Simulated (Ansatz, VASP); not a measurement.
# One calculation of HfO2, two programs

```
Hf O
1.0
     4.81353    0.00000    0.00000
     0.00000    4.81353    0.00000
     0.00000    0.00000    3.20542
Hf O
2 4
Direct
  0.00000 0.00000 0.00000
  0.50000 0.50000 0.50000
  0.19496 0.80504 0.50000
  0.30504 0.30504 0.00000
  0.69496 0.69496 0.96880
  0.80504 0.19496 0.50000
```

Alike in both runs: task single point; functional PBEsol; k mesh 6 × 6 × 8; no spin polarisation.

|  | VASP | Ansatz |
| --- | --- | --- |
| version | VASP 6.6.1 | Ansatz 0.2.0 |
| potentials or method | VASP PAW PBE potentials, release 64 (Hf_pv, O) | plane waves, PAW |
| plane-wave cutoff (eV) | 520 | 420 |
| occupations | methfessel-paxton of order 1, width 0.01 eV | cold, width 0.01 eV |
| valence electrons in the cell | 44 | 76 |

```tsv
	VASP	Ansatz	Ansatz less VASP
rms of the force components (eV/Å)	0.291	0.294	+0.0033
```

VASP's potentials were made for PBE, not for PBEsol. Atom by atom the forces differ by 0.022 eV/Å (rms over components). VASP's potentials hold 44 valence electrons a cell and Ansatz's 76, so a difference there can come from the potentials and not from the codes.

Neither program's run includes spin-orbit coupling.
